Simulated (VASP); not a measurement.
# Ru (P6_3/mmc) in VASP: notebook, part 2 of 2

VASP 6.6.1. Earlier steps stand in the parts before.

**5. Single point, PBE**

INCAR reads:

```
SYSTEM = Ru
ALGO = Normal ; EDIFF = 1E-6
ENCUT = 520 ; GGA = PE
ISIF = 2 ; ISMEAR = -1
LASPH = .True. ; LCHARG = .False.
LREAL = .False. ; LWAVE = .False.
NBANDS = 21 ; NELM = 100
PREC = Accurate ; SIGMA = 0.01
```

KPOINTS reads:

```
k-points
0
Gamma
  10 10 6
  0 0 0
```

POSCAR reads:

```
Ru
1.0
    2.7038898600      0.0000000000      0.0000000000
   -1.3519449300      2.3416373100      0.0000000000
    0.0000000000      0.0000000000      4.2816800000
Ru
2
Direct
    0.3333333300      0.6666666700      0.2500000000
    0.6666666700      0.3333333300      0.7500000000
```

Potentials or basis: VASP PAW PBE potentials, release 64 (Ru_pv).

Command:

```console
> cat potpaw_PBE.64/Ru_pv/POTCAR > POTCAR
> mpirun -np 1 vasp_std > vasp.out
```

OUTCAR:

```text
SYSTEM = Ru
   EDIFF = 1E-6
   ENCUT = 520
   GGA = PE
   ISIF = 2
   ISMEAR = -1
   LASPH = .True.
   LREAL = .False.
   NELM = 100
   PREC = Accurate

 ion  position               nearest neighbor table
   1  0.333  0.667  0.250-   2 2.65   2 2.65   2 2.65   2 2.65   2 2.65   2 2.65
   2  0.667  0.333  0.750-   1 2.65   1 2.65   1 2.65   1 2.65   1 2.65   1 2.65

  LATTYP: Found a hexagonal cell.
 ALAT       =     2.7038898600
 C/A-ratio  =     1.5835260390

  Lattice vectors:

 A1 = (   2.7038898600,   0.0000000000,   0.0000000000)
 A2 = (  -1.3519449300,   2.3416373100,   0.0000000000)
 A3 = (   0.0000000000,   0.0000000000,   4.2816800000)

Analysis of symmetry for initial positions (statically):
=====================================================================
 Subroutine PRICEL returns:
 Original cell was already a primitive cell.

 Routine SETGRP: Setting up the symmetry group for a
 hexagonal supercell.

 Subroutine GETGRP returns: Found 24 space group operations
 (whereof 12 operations were pure point group operations)
 out of a pool of 24 trial point group operations.

The static configuration has the point symmetry D_3d.
 The point group associated with its full space group is D_6h.

Analysis of symmetry for dynamics (positions and initial velocities):
=====================================================================
 Subroutine PRICEL returns:
 Original cell was already a primitive cell.

 Routine SETGRP: Setting up the symmetry group for a
 hexagonal supercell.

 Subroutine GETGRP returns: Found 24 space group operations
 (whereof 12 operations were pure point group operations)
 out of a pool of 24 trial point group operations.

The dynamic configuration has the point symmetry D_3d.
 The point group associated with its full space group is D_6h.

 Subroutine INISYM returns: Found 24 space group operations
 (whereof 12 operations are pure point group operations),
 and found     1 'primitive' translations

----------------------------------------------------------------------------------------

                                     Primitive cell

  volume of cell :      27.1096

  direct lattice vectors                    reciprocal lattice vectors
     2.703889860  0.000000000  0.000000000     0.369837550  0.213525809  0.000000000
    -1.351944930  2.341637310  0.000000000     0.000000000  0.427051617  0.000000000
     0.000000000  0.000000000  4.281680000     0.000000000  0.000000000  0.233553185

  length of vectors
     2.703889860  2.703889862  4.281680000     0.427051617  0.427051617  0.233553185

  position of ions in fractional coordinates (direct lattice)
     0.333333330  0.666666670  0.250000000
     0.666666670  0.333333330  0.750000000

  ion indices of the primitive-cell ions
   primitive index   ion index
                 1           1
                 2           2

----------------------------------------------------------------------------------------

 KPOINTS: k-points

Automatic generation of k-mesh.
 Grid dimensions read from file:
 generate k-points for:   10   10    6

 Generating k-lattice:

  Cartesian coordinates                     Fractional coordinates (reciprocal lattice)
     0.036983755  0.021352581  0.000000000     0.100000000  0.000000000  0.000000000
     0.000000000  0.042705162  0.000000000     0.000000000  0.100000000  0.000000000
     0.000000000  0.000000000  0.038925531     0.000000000  0.000000000  0.166666667

  Length of vectors
     0.042705162  0.042705162  0.038925531

  Shift w.r.t. Gamma in fractional coordinates (k-lattice)
     0.000000000  0.000000000  0.000000000

 Subroutine IBZKPT returns following result:
 ===========================================

 Found     56 irreducible k-points:

 Following reciprocal coordinates:
            Coordinates               Weight
  0.000000  0.000000  0.000000      1.000000
  0.100000  0.000000  0.000000      6.000000
  0.200000  0.000000  0.000000      6.000000
  0.300000 -0.000000  0.000000      6.000000
  0.400000  0.000000  0.000000      6.000000
  0.500000  0.000000  0.000000      3.000000
[... 16 lines left out ...]
  0.300000  0.100000  0.166667     24.000000
  0.400000  0.100000  0.166667     24.000000
 [... further k-points ...]
   k-points           NKPTS =     56   k-points in BZ     NKDIM =     56   number of bands    NBANDS=     21
   number of dos      NEDOS =    301   number of ions     NIONS =      2
   total plane-waves  NPLWV =  12800
   dimension x,y,z NGX =    20 NGY =   20 NGZ =   32
   dimension x,y,z NGXF=    40 NGYF=   40 NGZF=   64
   ions per type =               2
   NGX,Y,Z   is equivalent  to a cutoff of  12.30, 12.30, 12.42 a.u.
   NGXF,Y,Z  is equivalent  to a cutoff of  24.59, 24.59, 24.85 a.u.
 SYSTEM =  Ru
   PREC   = accura    normal or accurate (medium, high low for compatibility)
   ISTART =      0    job   : 0-new  1-cont  2-samecut
   ICHARG =      2    charge: 1-file 2-atom 10-const
   ISPIN  =      1    spin polarized calculation?
   LNONCOLLINEAR =      F non collinear calculations
   LSORBIT =      F    spin-orbit coupling
   LASPH  =      T    aspherical Exc in radial PAW
   ENCUT  =  520.0 eV  38.22 Ry    6.18 a.u.   5.03  5.03  7.96*2*pi/ulx,y,z
   NELM   =    100;   NELMIN=  2; NELMDL= -5     # of ELM steps
   EDIFF  = 0.1E-05   stopping-criterion for ELM
   LREAL  =      F    real-space projection
   EDIFFG = 0.1E-04   stopping-criterion for IOM
   NSW    =      0    number of steps for IOM
   IBRION =     -1    ionic relax: 0-MD 1-quasi-New 2-CG
   NFREE  =      0    steps in history (QN), initial steepest desc. (CG)
   ISIF   =      2    stress and relaxation
   ISYM   =      2    0-nonsym 1-usesym 2-fastsym
   POTIM  = 0.5000    time-step for ionic-motion
   TEBEG  =    0.0;   TEEND  =   0.0 temperature during run
   PSTRESS=    0.0 pullay stress
   NELECT =      28.0000    total number of electrons
   NUPDOWN=      -1.0000    fix difference up-down
   EMIN   =  10.00;   EMAX   =-10.00  energy-range for DOS
   EFERMI =   0.00;   METHOD = LEGACY
   ISMEAR =    -1;   SIGMA  =   0.01  broadening in eV -4-tet -1-fermi 0-gaus
   EFERMI_NEDOS =   21; number of points for ismear=-14 and -15
   IALGO  =     38    algorithm
   IMIX   =      4    mixing-type and parameters
     AMIX     =   0.40;   BMIX     =  1.00
     AMIX_MAG =   1.60;   BMIX_MAG =  1.00
  volume/ion in A,a.u.               =      13.55        91.47
  Fermi-wavevector in a.u.,A,eV,Ry     =   1.654829  3.127174 37.259015  2.738460
  Thomas-Fermi vector in A             =   2.743030
   LORBIT       =      0    0 simple, 1 ext, 2 COOP (PROOUT), +10 PAW based schemes
   GGA     = PE    functional components
   LHFCALC =     F    Hartree Fock is set to
   AEXX    =    0.0000 exact exchange contribution
   IVDW    =     0    specifies the selected vdW correction
   LEPSILON=     F    determine dielectric tensor
   LRPA    =     F    only Hartree local field effects (RPA)
 non-spin polarized calculation
  energy-cutoff  :      520.00
  volume of cell :       27.11
 maximum number of plane-waves:       752
 NGX is ok and might be reduce to    20

 number of electron      28.0000008 magnetization

 Free energy of the ion-electron system (eV)
  ---------------------------------------------------
  ext. energy  EPLUGINS =         0.00000000
  ---------------------------------------------------
  free energy    TOTEN  =       -18.43971339 eV

  energy without entropy =      -18.43846691  energy(sigma->0) =      -18.43909015

 E-fermi :  12.9063     XC(G=0): -14.1308

 val. band max:       12.9041953420   @ k =   0.3000  -0.0000   0.1667
 cond. band min:      12.9067197490   @ k =   0.3000   0.1000   0.1667
 fundamental gap:      0.0025244070
 Fermi energy:        12.9063256973

 k-point     1 :       0.0000    0.0000    0.0000
  band No.  band energies     occupation
      1     -30.7890      2.00000
      2     -29.8508      2.00000
      3     -29.8508      2.00000
      4     -29.6805      2.00000
      5     -29.6805      2.00000
      6     -29.6418      2.00000
[... 13 lines left out ...]
     20      23.2815      0.00000
     21      23.3138      0.00000
[... 529 lines left out ...]
 k-point    24 :       0.4000    0.1000    0.1667
  band No.  band energies     occupation
      1     -30.6185      2.00000
      2     -30.4457      2.00000
      3     -30.2249      2.00000
      4     -30.0839      2.00000
      5     -29.9192      2.00000
      6     -29.8471      2.00000
[... 13 lines left out ...]
     20      23.2806      0.00000
     21      23.5456      0.00000

 [... further k-points ...]

------------------------ aborting loop because EDIFF is reached ----------------------------------------

  FORCE on cell =-STRESS in cart. coord.  units (eV):
  Direction    XX          YY          ZZ          XY          YZ          ZX
  --------------------------------------------------------------------------------------
  -------------------------------------------------------------------------------------
  Total        1.1367765      1.1367765      0.2668852     -0.0000000      0.0000000     -0.0000000
  in kB       67.1835345     67.1835347     15.7729223     -0.0000000      0.0000000     -0.0000000
  external PRESSURE =      50.0466638 kB  Pullay stress =       0.0000000 kB

 VOLUME and BASIS-vectors are now :
 -----------------------------------------------------------------------------
  energy-cutoff  :      520.00
  volume of cell :       27.11
      direct lattice vectors                 reciprocal lattice vectors
     2.703889860  0.000000000  0.000000000     0.369837550  0.213525809  0.000000000
    -1.351944930  2.341637310  0.000000000     0.000000000  0.427051617  0.000000000
     0.000000000  0.000000000  4.281680000     0.000000000  0.000000000  0.233553185

 POSITION                                       TOTAL-FORCE (eV/Angst)
 -----------------------------------------------------------------------------------
     -0.00000      1.56109      1.07042        -0.000000     -0.000000      0.000000
      1.35194      0.78055      3.21126         0.000000      0.000000      0.000000
 -----------------------------------------------------------------------------------
    total drift:                               -0.000004      0.000003     -0.000000

  FREE ENERGIE OF THE ION-ELECTRON SYSTEM (eV)
  ---------------------------------------------------
  free  energy   TOTEN  =       -18.4397133934 eV

  energy  without entropy=      -18.4384669054  energy(sigma->0) =      -18.43909015
```

stdout:

```text
POSCAR found type information on POSCAR Ru
 POSCAR found :  1 types and       2 ions
 scaLAPACK will be used
 LDA part: xc-table for (Slater+PW92), standard interpolation
 POSCAR, INCAR and KPOINTS ok, starting setup
 FFT: planning ... GRIDC
 FFT: planning ... GRID_SOFT
 FFT: planning ... GRID
 WAVECAR not read
 entering main loop
```

Wall time 35 s (1 thread of Intel Xeon 8259CL, shared host); peak memory 0.15 GiB.

Results:

```
Free energy            : -18.4397 eV
Pressure               : 5.0 GPa
Band gap on the k mesh : zero (band 14 reaches 14.48 eV, above the bottom of band 15 at 11.27 eV)
```

Levels at points of the mesh, in eV from the Fermi level:
| k point | band 12 | band 13 | band 14 | band 15 | band 16 | band 17 |
| --- | --- | --- | --- | --- | --- | --- |
| (0.00, 0.00, 0.00) | -1.96 | -1.96 | -1.42 | -1.42 | 1.15 | 1.15 |
| (0.50, 0.00, 0.00) | -1.83 | -1.57 | 1.39 | 1.81 | 1.88 | 4.03 |
| (0.00, 0.00, 0.50) | -2.80 | -2.76 | -2.76 | 0.51 | 0.51 | 0.51 |
| (0.50, 0.00, 0.50) | -1.09 | 0.41 | 0.41 | 1.65 | 1.65 | 3.36 |

**6. Single point, PBE**

INCAR reads:

```
SYSTEM = Ru
  PREC = Accurate
  ENCUT = 520
  EDIFF = 1E-7
  ISMEAR = -1
  SIGMA = 0.1
  LREAL = .FALSE.
  LASPH = .TRUE.
  NELM = 80
  ALGO = Normal
  ISIF = 2
  LWAVE = .FALSE.
  LCHARG = .FALSE.
  GGA = PE
  NBANDS = 21
```

KPOINTS reads:

```
Automatic mesh
0
G
  10 10 6
  0 0 0
```

POSCAR is that of step 5.

Potentials or basis: VASP PAW PBE potentials, release 64 (Ru_pv).

Command:

```console
> cat potpaw_PBE.64/Ru_pv/POTCAR > POTCAR
> mpirun -np 1 vasp_std > vasp.out
```

Run time: 36 s. Hardware: 1 thread of Intel Xeon 8259CL, shared host; peak memory 0.15 GiB.

It converged, with:

```yaml
Free_energy: -18.4723 eV
Pressure: 5.3 GPa
Band_gap_on_the_k_mesh: zero (band 14 reaches 14.48 eV, above the bottom of band 15 at 11.27 eV)
```

Stress tensor (GPa, compression positive):
```
6.46 0.00 0.00
0.00 6.46 0.00
0.00 0.00 2.91
```

Levels at points of the mesh, in eV from the Fermi level:
```tsv
k point	band 12	band 13	band 14	band 15	band 16	band 17
(0.00, 0.00, 0.00)	-1.93	-1.93	-1.39	-1.39	1.18	1.18
(0.50, 0.00, 0.00)	-1.80	-1.54	1.43	1.84	1.91	4.07
(0.00, 0.00, 0.50)	-2.77	-2.73	-2.73	0.54	0.54	0.54
(0.50, 0.00, 0.50)	-1.06	0.44	0.44	1.68	1.68	3.39
```

**7. Summary**

| smearing | gap on the mesh (eV) | pressure (GPa) |
| --- | --- | --- |
| fermi-dirac 0.1 eV | none | 5.3 |
| fermi-dirac 0.15 eV | none | 5.6 |
| tetrahedron | none | 4.9 |
| fermi-dirac 0.01 eV | none | 5.0 |

Alike in all rows: task single point; level PBE; potentials or basis VASP PAW PBE potentials, release 64 (Ru_pv); no spin polarisation; cell as given; k mesh 10 × 10 × 6; cutoff (eV) 520.

Every run on the cell as given and a fine mesh finds a metal.

Total energies depend on the potentials used, so only differences within one code and one set of settings carry meaning.
